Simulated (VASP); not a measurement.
Write the native input for VASP 6.6.1 that does the following.

```yaml
Task: single point
Functional: PBEsol
Dispersion: D4
Potentials_or_basis: VASP PAW PBE potentials, release 64 (Te, Pb_d)
Cutoff: 520 eV
k_mesh: 4 × 4 × 4
Occupations: gaussian, width 0.01 eV
Spin: no spin polarisation
Dipole_correction: no
Further_INCAR_settings: ALGO = Normal; EDIFF = 1e-07; NBANDS = 17
```

The structure of TePb lies in POSCAR:

```
TePb
1.0
    0.0000000000      3.2310000000      3.2310000000
    3.2310000000      0.0000000000      3.2310000000
    3.2310000000      3.2310000000      0.0000000000
Te Pb
1 1
Direct
    0.4997200000      0.4788200000      0.4975200000
    0.9981962457      0.0043737543      0.0001262457
```

These files were run (other wordings do the same):

INCAR

```
ALGO     = Normal         # electronic algorithm
EDIFF    = 1E-7           # SCF threshold, eV
ENCUT    = 520            # plane-wave cutoff, eV
GGA      = PS             # functional
ISIF     = 2              # what is computed and relaxed
ISMEAR   = 0              # smearing method
IVDW     = 13             # dispersion correction
LASPH    = True           # aspherical terms in the spheres
LCHARG   = False          # write CHGCAR
LREAL    = False          # projectors in reciprocal space
LWAVE    = False          # write WAVECAR
NBANDS   = 17             # bands
NELM     = 80             # most SCF steps
PREC     = Accurate       # precision mode
SIGMA    = 0.01           # smearing width, eV
```

KPOINTS

```
k-points
0
Gamma
  4 4 4
```

Potentials or basis: VASP PAW PBE potentials, release 64 (Te, Pb_d).

Command:

```console
$ cat potpaw_PBE.64/Te/POTCAR potpaw_PBE.64/Pb_d/POTCAR > POTCAR
$ mpirun -np 1 vasp_std > vasp.out
```

It gave:

```
Pressure                   : -1.4 GPa
Largest force              : 0.021 eV/Å
Band gap on the k mesh     : 0.69 eV, direct
Dispersion energy per atom : -0.253 eV
```

Caveat: the k points lie up to 0.42 Å⁻¹ apart; the PAW data sets were made with another functional, which shifts forces and pressure a little; spin-orbit coupling is left out, which moves the levels of the heavy elements.

Wall time 25 s on 1 thread of Intel(R) Xeon(R) 6975P-C (Granite Rapids), with other jobs on the host, peak memory 0.22 GiB.
